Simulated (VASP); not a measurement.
Here is a VASP 6.6.1 calculation.

File INCAR:

```
PREC = Accurate ; ENCUT = 520
EDIFF = 1E-6 ; ISMEAR = -1
SIGMA = 0.02 ; LREAL = F
LASPH = T ; NELM = 100
ALGO = Normal ; ISIF = 2
LWAVE = F ; LCHARG = F
GGA = PS ; IVDW = 12
NBANDS = 16
```

File KPOINTS:

```
regular mesh
0
Gamma
  6 6 4
```

Contents of POSCAR:

```
AlN
1.0
    3.3121200000      0.0000000000      0.0000000000
   -1.6560600000      2.8683800000      0.0000000000
    0.0000000000      0.0000000000      4.1875600000
Al N
2 2
Direct
    0.3333333333      0.6666666667      0.7500000000
    0.6666666667      0.3333333333      0.2500000000
    0.3333333333      0.6666666667      0.2500000000
    0.6666666667      0.3333333333      0.7500000000
```

Potentials or basis: VASP PAW PBE potentials, release 64 (Al, N).

The run is started by

```sh
$ cat potpaw_PBE.64/Al/POTCAR potpaw_PBE.64/N/POTCAR > POTCAR
$ mpirun -np 1 vasp_std > vasp.out
```

(1) What does it give for the pressure?

(2) What does it give for the dispersion energy per atom?

Answers

(1) -7.4 GPa.

(2) -0.238 eV.

Caveat: the PAW data sets were made with another functional, which shifts forces and pressure a little.
